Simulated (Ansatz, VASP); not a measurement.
**BN: VASP beside Ansatz**

The input INCAR:

```
PREC = Accurate ; ENCUT = 600
EDIFF = 1E-6 ; ISMEAR = -1
SIGMA = 0.1 ; LREAL = False
LASPH = True ; NELM = 120
ALGO = Normal ; ISIF = 2
LWAVE = False ; LCHARG = False
GGA = PS ; NBANDS = 11
GGA_COMPAT = False
```

File KPOINTS:

```
regular mesh
0
Gamma
  15 15 15
```

POSCAR

```
BN
1.0
    0.0000000000      1.6165617129      1.6165617129
    1.6165617129      0.0000000000      1.6165617129
    1.6165617129      1.6165617129      0.0000000000
B N
1 1
Direct
    0.0000000000      0.0000000000      0.0000000000
    0.5000000000      0.5000000000      0.5000000000
```

Input for Ansatz:

```yaml
crystal:
  lattice:
    - [0.0, 1.6165617129, 1.6165617129]
    - [1.6165617129, 0.0, 1.6165617129]
    - [1.6165617129, 1.6165617129, 0.0]
  atoms:
    - { symbol: B, position: [0.0, 0.0, 0.0] }
    - { symbol: "N", position: [0.5, 0.5, 0.5] }
kpoints:
  mp_grid: { grid: [15, 15, 15] }
scf:
  occupations: { method: fermi_dirac, width: 0.1 }
hamiltonian:
  xc: pbesol
  pseudopotentials: { kind: all_electron, lapw: { basis_error: 0.001 } }
output:
  forces: true
  stress: true
  eigenvalues: true
  populations: true
```

Change from the starting cell: volume scaled by 0.8, LAPW.

Alike in both runs: task single point; functional PBEsol; k mesh 15 × 15 × 15; occupations fermi-dirac, width 0.1 eV; no spin polarisation.

|  | VASP | Ansatz |
| --- | --- | --- |
| version | VASP 6.6.1 | Ansatz 0.2.0 |
| potentials or method | VASP PAW PBE potentials, release 64 (B, N), cutoff 600 eV | all-electron LAPW, scalar-relativistic |

|  | VASP | Ansatz | Ansatz less VASP |
| --- | --- | --- | --- |
| pressure (GPa) | 137.0 | 136.2 | -0.81 |

VASP's potentials were made for PBE, not for PBEsol. Both programs put the cell under a high pressure, so it lies far from rest at this level. Ansatz ran all-electron here, and VASP with PAW potentials.

Noted on VASP's run: the cell as given lies far from equilibrium.
